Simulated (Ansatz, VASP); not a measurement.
# One calculation of C, two programs

Contents of INCAR:

```
SYSTEM = C
ALGO = Normal
EDIFF = 1E-8
ENCUT = 520
GGA = PE
ISIF = 2
ISMEAR = -1
LASPH = .True.
LCHARG = .False.
LEFG = .True.
LREAL = .False.
LWAVE = .False.
NBANDS = 11
NELM = 100
PREC = Accurate
SIGMA = 0.08
```

Contents of KPOINTS:

```
k-points
0
Gamma
  20 20 20
  0 0 0
```

POSCAR

```
C
1.0
    0.0535020000      1.8101510000      1.8101510000
    1.8101510000      0.0535020000      1.8101510000
    1.8101510000      1.8101510000      0.0535020000
C
2
Direct
    0.5000000000      0.5000000000      0.5000000000
    0.7500000000      0.7500000000      0.7500000000
```

Input for Ansatz:

```yaml
crystal:
  lattice:
    - [0.053502, 1.810151, 1.810151]
    - [1.810151, 0.053502, 1.810151]
    - [1.810151, 1.810151, 0.053502]
  atoms:
    - { symbol: C, position: [0.5, 0.5, 0.5] }
    - { symbol: C, position: [0.75, 0.75, 0.75] }
kpoints:
  mp_grid: { grid: [20, 20, 20] }
scf:
  occupations: { method: fermi_dirac, width: 0.08 }
hamiltonian:
  xc: pbe
  pseudopotentials: { kind: all_electron, datasets: crystal }
output:
  forces: true
  stress: true
  eigenvalues: true
  efg: { contact_densities: true }
```

Change from the starting cell: equal xy, yz and zx shear strains of +3 %, crystal datasets.

Alike in both runs: task electric field gradients; functional PBE; k mesh 20 × 20 × 20; occupations fermi-dirac, width 0.08 eV; no spin polarisation.

```csv
,VASP,Ansatz
version,VASP 6.6.1,Ansatz 0.2.0
potentials or method,"VASP PAW PBE potentials, release 64 (C), cutoff 520 eV","all-electron PAW with datasets made for the crystal, scalar-relativistic"
```

```tsv
	VASP	Ansatz	Ansatz less VASP
gap on the k mesh at the Fermi level (eV)	4.03	4.03	+0.008
pressure (GPa)	3.8	3.1	-0.71
traceless stress, the component that is largest in VASP (GPa)	-16.53	-16.46	+0.078
rms of the force components (eV/Å)	0.031	0.023	-0.0078
size of Vzz on the site where it differs most (V/Å²)	6.6	6.1	-0.43
```

Atom by atom the forces differ by 0.008 eV/Å (rms over components). Ansatz ran all-electron here, and VASP with PAW potentials.
